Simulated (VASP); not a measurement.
Here is a VASP 6.6.1 calculation.

INCAR

```
SYSTEM = C
PREC = Accurate ; ENCUT = 520
EDIFF = 1E-6 ; ISMEAR = -1
SIGMA = 0.05 ; LREAL = Auto
LASPH = .TRUE. ; NELM = 80
ALGO = Normal ; ISIF = 2
LWAVE = .FALSE. ; LCHARG = .TRUE.
GGA = PE ; LELF = .TRUE.
LVHAR = .TRUE. ; NBANDS = 51
```

The input KPOINTS:

```
regular mesh
0
G
  2 2 1
  0 0 0
```

Contents of POSCAR:

```
C
1.0
    7.3980000000      0.0000000000      0.0000000000
   -3.6990000000      6.4068560000      0.0000000000
    0.0000000000      0.0000000000     13.0000000000
C
18
Direct
   -0.0290302070     -0.0393796895      0.1088153846
    0.2104153125      0.0781974809      0.1150846154
   -0.0302319383      0.3084196055      0.1063615385
    0.1811996041      0.3946241339      0.1119384615
   -0.0149278310      0.6346482581      0.1117846154
    0.2107558293      0.7316224994      0.1111307692
    0.3172995176     -0.0347440305      0.1011461538
    0.5340278404      0.0672716852      0.1019846154
    0.3014637535      0.2831654091      0.1110384615
    0.5196904122      0.3964503026      0.1090538462
    0.3035169865      0.6195238351      0.1022846154
    0.5307986349      0.7231003787      0.0945000000
    0.6403570293     -0.0605133001      0.0959153846
    0.8647593738      0.0637442140      0.1002307692
    0.6348709567      0.2889092560      0.1114000000
    0.8680380981      0.4116371587      0.1126000000
    0.6280457810      0.6148101346      0.0907153846
    0.8476560647      0.7384589259      0.0921538462
```

Potentials or basis: VASP PAW PBE potentials, release 64 (C).

Launch:

```bash
$ cat potpaw_PBE.64/C/POTCAR > POTCAR
$ mpirun -np 1 vasp_std > vasp.out
```

**Question.** Predict the largest force.

**Answer.** 7.845 eV/Å.

Forces on the atoms (eV/Å):
```
C    2.492 -1.083 -1.107
C   -2.151 -5.868 -0.903
C    4.163 -6.637  0.407
C    2.389  2.332 -1.037
C   -2.163 -0.991 -0.909
C   -6.282  3.648 -1.038
C    0.514 -1.809  1.399
C    0.476 -0.203  0.002
C   -1.452  3.649  0.304
C    1.791 -0.626 -0.774
C    3.458 -2.395  0.811
C   -4.908  1.774 -0.060
C   -0.738  3.651  0.147
C   -3.669  2.441  0.479
C    1.244  0.957 -0.546
C   -4.568  1.882 -0.223
C    4.099 -0.498  0.794
C    5.306 -0.223  2.255
```

Caveat: the k points lie up to 0.49 Å⁻¹ apart; the atoms stand as in a frame of molecular dynamics; there is no dipole correction, which matters where the two faces differ.
